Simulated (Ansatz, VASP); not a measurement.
**One calculation of Na, two programs**

```
Na
1.0
    -2.09856    2.09856    2.09856
     2.09856   -2.09856    2.09856
     2.09856    2.09856   -2.09856
Na
1
Direct
  0.00000 0.00000 0.00000
```

Alike in both runs: task single point; functional PBE; k mesh 11 × 11 × 11; occupations fermi-dirac, width 0.6 eV; no spin polarisation.

```csv
,VASP,Ansatz
version,VASP 6.6.1,Ansatz 0.2.0
potentials or method,"VASP PAW PBE potentials, release 64 (Na_pv), cutoff 520 eV","plane waves (420 eV) with PAW, scalar-relativistic"
valence electrons in the cell,7,9
```

|  | VASP | Ansatz | Ansatz less VASP |
| --- | --- | --- | --- |
| pressure (GPa) | 0.6 | 0.6 | +0.02 |

The functional is the same, so the differences come from potentials, cutoffs and numerics. VASP's potentials hold 7 valence electrons a cell and Ansatz's 9, so a difference there can come from the potentials and not from the codes.
